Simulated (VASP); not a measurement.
# Ti3Se (P-6m2) in VASP: further runs

Ti3Se is run at these levels: PBE; tasks: single point, relaxation of cell and atoms.

All numbers are computed with VASP 6.6.1; they aren't measurements. Logs are shortened: lines on timing, memory, paths and dates and some standing lists are left out, and cuts for length are marked.

**1. The cell of the first run**

It takes space group P-6m2 (No. 187, hexagonal). The conventional cell has a = 3.197 Å, b = 3.197 Å, c = 7.943 Å, α = 90.00°, β = 90.00°, γ = 120.00°. Ti (site symmetry 3m) has 3 Se at 2.58 Å and 9 Ti at 2.85 to 3.20 Å within 3.4 Å. Ti (site symmetry -6m2) has 12 Ti at 2.85 to 3.20 Å within 3.8 Å. Within 3.4 Å of Se (site symmetry -6m2) lie 6 Ti at 2.58 Å and 6 Se at 3.20 Å.

**2. Single point, PBE, collinear spin**

INCAR

```
SYSTEM = Ti3Se
  ALGO = Normal
  EDIFF = 1E-6
  ENCUT = 520
  GGA = PE
  ISIF = 2
  ISMEAR = 0
  ISPIN = 2
  LASPH = .True.
  LCHARG = .False.
  LMAXMIX = 4
  LORBIT = 11
  LREAL = .False.
  LWAVE = .False.
  MAGMOM = 1 1 1 0
  NBANDS = 33
  NELM = 150
  PREC = Accurate
  SIGMA = 0.1
```

KPOINTS

```
k-points
0
Gamma
  6 6 2
  0 0 0
```

POSCAR

```
Ti3Se
1.0
    3.1974456500      0.0000000000      0.0000000000
   -1.5987228300      2.7690691600      0.0000000000
    0.0000000000      0.0000000000      7.9427452100
Ti Se
3 1
Direct
    0.3333333300      0.6666666700      0.2270980000
    0.3333333300      0.6666666700      0.7729020000
    0.6666666700      0.3333333300      0.5000000000
    0.0000000000      0.0000000000      0.0000000000
```

Potentials or basis: VASP PAW PBE potentials, release 64 (Ti_sv, Se).

Started as:

```console
> cat potpaw_PBE.64/Ti_sv/POTCAR potpaw_PBE.64/Se/POTCAR > POTCAR
> mpirun -np 1 vasp_std > vasp.out
```

OUTCAR:

```text
SYSTEM = Ti3Se
   EDIFF = 1E-6
   ENCUT = 520
   GGA = PE
   ISIF = 2
   ISMEAR = 0
   ISPIN = 2
   LASPH = .True.
   LORBIT = 11
   LREAL = .False.
   NELM = 150
   PREC = Accurate

 ion  position               nearest neighbor table
   1  0.333  0.667  0.227-   4 2.58   4 2.58   4 2.58   3 2.85   3 2.85   3 2.85
   2  0.333  0.667  0.773-   4 2.58   4 2.58   4 2.58   3 2.85   3 2.85   3 2.85
   3  0.667  0.333  0.500-   1 2.85   2 2.85   1 2.85   2 2.85   1 2.85   2 2.85
   4  0.000  0.000  0.000-   1 2.58   2 2.58   1 2.58   2 2.58   1 2.58   2 2.58

  LATTYP: Found a hexagonal cell.
 ALAT       =     3.1974456500
 C/A-ratio  =     2.4840907648

  Lattice vectors:

 A1 = (   3.1974456500,   0.0000000000,   0.0000000000)
 A2 = (  -1.5987228300,   2.7690691600,   0.0000000000)
 A3 = (   0.0000000000,   0.0000000000,   7.9427452100)

Analysis of symmetry for initial positions (statically):
=====================================================================
 Subroutine PRICEL returns:
 Original cell was already a primitive cell.

 Routine SETGRP: Setting up the symmetry group for a
 hexagonal supercell.

 Subroutine GETGRP returns: Found 12 space group operations
 (whereof 12 operations were pure point group operations)
 out of a pool of 24 trial point group operations.

The static configuration has the point symmetry D_3h.

Analysis of symmetry for dynamics (positions and initial velocities):
=====================================================================
 Subroutine PRICEL returns:
 Original cell was already a primitive cell.

 Routine SETGRP: Setting up the symmetry group for a
 hexagonal supercell.

 Subroutine GETGRP returns: Found 12 space group operations
 (whereof 12 operations were pure point group operations)
 out of a pool of 24 trial point group operations.

The dynamic configuration has the point symmetry D_3h.

Analysis of structural, dynamic, and magnetic symmetry:
=====================================================================
 Subroutine PRICEL returns:
 Original cell was already a primitive cell.

 Routine SETGRP: Setting up the symmetry group for a
 hexagonal supercell.

 Subroutine GETGRP returns: Found 12 space group operations
 (whereof 12 operations were pure point group operations)
 out of a pool of 24 trial point group operations.

The overall configuration has the point symmetry D_3h.

 Subroutine INISYM returns: Found 12 space group operations
 (whereof 12 operations are pure point group operations),
 and found     1 'primitive' translations

----------------------------------------------------------------------------------------

                                     Primitive cell

  volume of cell :      70.3247

  direct lattice vectors                    reciprocal lattice vectors
     3.197445650  0.000000000  0.000000000     0.312749648  0.180566094  0.000000000
    -1.598722830  2.769069160  0.000000000     0.000000000  0.361132186  0.000000000
     0.000000000  0.000000000  7.942745210     0.000000000  0.000000000  0.125901055

  length of vectors
     3.197445650  3.197445652  7.942745210     0.361132187  0.361132186  0.125901055

  position of ions in fractional coordinates (direct lattice)
     0.333333330  0.666666670  0.227098000
     0.333333330  0.666666670  0.772902000
     0.666666670  0.333333330  0.500000000
     0.000000000  0.000000000  0.000000000

  ion indices of the primitive-cell ions
   primitive index   ion index
                 1           1
                 2           2
                 3           3
                 4           4

----------------------------------------------------------------------------------------

 KPOINTS: k-points

Automatic generation of k-mesh.
 Grid dimensions read from file:
 generate k-points for:    6    6    2

 Generating k-lattice:

  Cartesian coordinates                     Fractional coordinates (reciprocal lattice)
     0.052124941  0.030094349  0.000000000     0.166666667  0.000000000  0.000000000
     0.000000000  0.060188698  0.000000000     0.000000000  0.166666667  0.000000000
     0.000000000  0.000000000  0.062950527     0.000000000  0.000000000  0.500000000

  Length of vectors
     0.060188698  0.060188698  0.062950527

  Shift w.r.t. Gamma in fractional coordinates (k-lattice)
     0.000000000  0.000000000  0.000000000

 Subroutine IBZKPT returns following result:
 ===========================================

 Found     14 irreducible k-points:

 Following reciprocal coordinates:
            Coordinates               Weight
  0.000000  0.000000  0.000000      1.000000
  0.166667  0.000000  0.000000      6.000000
  0.333333  0.000000  0.000000      6.000000
  0.500000 -0.000000  0.000000      3.000000
  0.166667  0.166667  0.000000      6.000000
  0.333333  0.166667  0.000000     12.000000
  0.333333  0.333333  0.000000      2.000000
  0.000000  0.000000  0.500000      1.000000
  0.166667  0.000000  0.500000      6.000000
  0.333333  0.000000  0.500000      6.000000
  0.500000 -0.000000  0.500000      3.000000
  0.166667  0.166667  0.500000      6.000000
  0.333333  0.166667  0.500000     12.000000
  0.333333  0.333333  0.500000      2.000000
   k-points           NKPTS =     14   k-points in BZ     NKDIM =     14   number of bands    NBANDS=     33
   number of dos      NEDOS =    301   number of ions     NIONS =      4
   total plane-waves  NPLWV =  34560
   dimension x,y,z NGX =    24 NGY =   24 NGZ =   60
   dimension x,y,z NGXF=    48 NGYF=   48 NGZF=  120
   ions per type =               3   1
   NGX,Y,Z   is equivalent  to a cutoff of  12.48, 12.48, 12.56 a.u.
   NGXF,Y,Z  is equivalent  to a cutoff of  24.96, 24.96, 25.12 a.u.
 SYSTEM =  Ti3Se
   PREC   = accura    normal or accurate (medium, high low for compatibility)
   ISTART =      0    job   : 0-new  1-cont  2-samecut
   ICHARG =      2    charge: 1-file 2-atom 10-const
   ISPIN  =      2    spin polarized calculation?
   LNONCOLLINEAR =      F non collinear calculations
   LSORBIT =      F    spin-orbit coupling
   LASPH  =      T    aspherical Exc in radial PAW
   ENCUT  =  520.0 eV  38.22 Ry    6.18 a.u.   5.95  5.95 14.77*2*pi/ulx,y,z
   NELM   =    150;   NELMIN=  2; NELMDL= -5     # of ELM steps
   EDIFF  = 0.1E-05   stopping-criterion for ELM
   LREAL  =      F    real-space projection
   EDIFFG = 0.1E-04   stopping-criterion for IOM
   NSW    =      0    number of steps for IOM
   IBRION =     -1    ionic relax: 0-MD 1-quasi-New 2-CG
   NFREE  =      0    steps in history (QN), initial steepest desc. (CG)
   ISIF   =      2    stress and relaxation
   ISYM   =      2    0-nonsym 1-usesym 2-fastsym
   POTIM  = 0.5000    time-step for ionic-motion
   TEBEG  =    0.0;   TEEND  =   0.0 temperature during run
   PSTRESS=    0.0 pullay stress
   NELECT =      42.0000    total number of electrons
   NUPDOWN=      -1.0000    fix difference up-down
   EMIN   =  10.00;   EMAX   =-10.00  energy-range for DOS
   EFERMI =   0.00;   METHOD = LEGACY
   ISMEAR =     0;   SIGMA  =   0.10  broadening in eV -4-tet -1-fermi 0-gaus
   EFERMI_NEDOS =   21; number of points for ismear=-14 and -15
   IALGO  =     38    algorithm
   IMIX   =      4    mixing-type and parameters
     AMIX     =   0.40;   BMIX     =  1.00
     AMIX_MAG =   1.60;   BMIX_MAG =  1.00
  volume/ion in A,a.u.               =      17.58       118.64
  Fermi-wavevector in a.u.,A,eV,Ry     =   1.378654  2.605279 25.860427  1.900688
  Thomas-Fermi vector in A             =   2.503696
   LORBIT       =     11    0 simple, 1 ext, 2 COOP (PROOUT), +10 PAW based schemes
   GGA     = PE    functional components
   LHFCALC =     F    Hartree Fock is set to
   AEXX    =    0.0000 exact exchange contribution
   IVDW    =     0    specifies the selected vdW correction
   LEPSILON=     F    determine dielectric tensor
   LRPA    =     F    only Hartree local field effects (RPA)
 spin polarized calculation
 Gauss-broadening in eV      SIGMA  =   0.10
  energy-cutoff  :      520.00
  volume of cell :       70.32
 maximum number of plane-waves:      1926
 NGX is ok and might be reduce to    24
   NGX = 11   NGY = 11   NGZ = 29

 number of electron      42.0000000 magnetization       0.0003478

 Free energy of the ion-electron system (eV)
  ---------------------------------------------------
  ext. energy  EPLUGINS =         0.00000000
  ---------------------------------------------------
  free energy    TOTEN  =       -28.86866583 eV

  energy without entropy =      -28.84970071  energy(sigma->0) =      -28.85918327

 E-fermi :   8.0345     XC(G=0): -11.3501

 val. band max:        8.0189992842   @ k =   0.1667   0.0000   0.0000
 cond. band min:       8.0377231710   @ k =   0.3333   0.3333   0.5000
 fundamental gap:      0.0187238867
 Fermi energy:         8.0344898266

 spin component 1

 k-point     1 :       0.0000    0.0000    0.0000
  band No.  band energies     occupation
      1     -48.9856      1.00000
      2     -48.9633      1.00000
      3     -48.8285      1.00000
      4     -25.4737      1.00000
      5     -25.3766      1.00000
      6     -25.0861      1.00000
[... 493 lines left out ...]
     32      12.7337      0.00000
     33      12.8169      0.00000
 Fermi energy:         8.0344898266

 spin component 2

 k-point     1 :       0.0000    0.0000    0.0000
  band No.  band energies     occupation
      1     -48.9856      1.00000
      2     -48.9633      1.00000
      3     -48.8283      1.00000
      4     -25.4736      1.00000
      5     -25.3766      1.00000
      6     -25.0860      1.00000
[... 493 lines left out ...]
     32      12.7338      0.00000
     33      12.8170      0.00000

------------------------ aborting loop because EDIFF is reached ----------------------------------------

  FORCE on cell =-STRESS in cart. coord.  units (eV):
  Direction    XX          YY          ZZ          XY          YZ          ZX
  --------------------------------------------------------------------------------------
  -------------------------------------------------------------------------------------
  Total        0.0991985      0.0991985      0.0321551     -0.0000000     -0.0000000     -0.0000000
  in kB        2.2599973      2.2599973      0.7325765     -0.0000000     -0.0000000     -0.0000000
  external PRESSURE =       1.7508570 kB  Pullay stress =       0.0000000 kB

 VOLUME and BASIS-vectors are now :
 -----------------------------------------------------------------------------
  energy-cutoff  :      520.00
  volume of cell :       70.32
      direct lattice vectors                 reciprocal lattice vectors
     3.197445650  0.000000000  0.000000000     0.312749648  0.180566094  0.000000000
    -1.598722830  2.769069160  0.000000000     0.000000000  0.361132186  0.000000000
     0.000000000  0.000000000  7.942745210     0.000000000  0.000000000  0.125901055

 POSITION                                       TOTAL-FORCE (eV/Angst)
 -----------------------------------------------------------------------------------
     -0.00000      1.84605      1.80378        -0.000000      0.000000      0.012608
     -0.00000      1.84605      6.13896        -0.000000      0.000000     -0.012608
      1.59872      0.92302      3.97137         0.000000     -0.000000     -0.000000
      0.00000      0.00000      0.00000         0.000000     -0.000000     -0.000000
 -----------------------------------------------------------------------------------
    total drift:                                0.000029     -0.000017      0.000000

  FREE ENERGIE OF THE ION-ELECTRON SYSTEM (eV)
  ---------------------------------------------------
  free  energy   TOTEN  =       -28.8686658330 eV

  energy  without entropy=      -28.8497007142  energy(sigma->0) =      -28.85918327

 total charge

# of ion       s       p       d       tot
------------------------------------------
    1        2.194   6.124   1.902  10.219
    2        2.194   6.124   1.902  10.219
    3        2.233   6.115   1.803  10.151
    4        1.442   2.476   0.080   3.998
--------------------------------------------------
tot          8.063  20.839   5.686  34.587

 magnetization (x)

# of ion       s       p       d       tot
------------------------------------------
    1       -0.000   0.000  -0.000  -0.000
    2       -0.000   0.000  -0.000  -0.000
    3        0.000   0.000   0.000   0.000
    4       -0.000  -0.000  -0.000  -0.000
--------------------------------------------------
tot          0.000   0.000   0.000   0.000
```

Run time: 33 s. Hardware: 1 thread of Intel Xeon 6975P-C (Granite Rapids), shared host; peak memory 0.22 GiB.

What came out:

```
Free energy                                           : -28.8687 eV
Pressure                                              : 0.2 GPa
Largest force                                         : 0.013 eV/Å
Band gap on the k mesh                                : zero (filled and empty bands overlap)
Net moment                                            : 0.00 μB per cell
Valence electrons inside the program's atomic spheres : Ti 10.22, 10.15 (each value once); Se 4.00
```

Forces on the atoms (eV/Å):
```
Ti   0.000  0.000  0.013
Ti   0.000  0.000 -0.013
Ti   0.000  0.000  0.000
Se   0.000  0.000  0.000
```

Levels at points of the mesh, in eV from the Fermi level:
Spin up:
```tsv
k point	band 17	band 18	band 19	band 20	band 21	band 22	band 23	band 24	band 25	band 26
(0.00, 0.00, 0.00)	-1.30	-1.30	-0.14	0.18	0.18	0.32	0.32	0.94	1.07	1.43
(0.50, 0.00, 0.00)	-2.08	-1.76	-1.54	-0.65	-0.43	0.22	0.83	0.85	2.30	2.50
(0.00, 0.00, 0.50)	-1.38	-1.38	-0.62	0.42	0.42	0.59	0.63	0.63	1.04	1.04
(0.50, 0.00, 0.50)	-2.04	-1.54	-1.48	-0.89	-0.84	0.62	0.86	1.03	1.24	2.53
```
Spin down:
| k point | band 17 | band 18 | band 19 | band 20 | band 21 | band 22 | band 23 | band 24 | band 25 | band 26 |
| --- | --- | --- | --- | --- | --- | --- | --- | --- | --- | --- |
| (0.00, 0.00, 0.00) | -1.30 | -1.30 | -0.14 | 0.18 | 0.18 | 0.32 | 0.32 | 0.94 | 1.07 | 1.43 |
| (0.50, 0.00, 0.00) | -2.08 | -1.76 | -1.54 | -0.65 | -0.43 | 0.22 | 0.83 | 0.85 | 2.30 | 2.50 |
| (0.00, 0.00, 0.50) | -1.38 | -1.38 | -0.62 | 0.42 | 0.42 | 0.59 | 0.63 | 0.63 | 1.04 | 1.04 |
| (0.50, 0.00, 0.50) | -2.04 | -1.54 | -1.48 | -0.89 | -0.84 | 0.62 | 0.86 | 1.03 | 1.24 | 2.53 |

Caveat: the k points lie up to 0.40 Å⁻¹ apart, too coarse for converged energies and pressures of a metal.

[end of part 1 of 2]
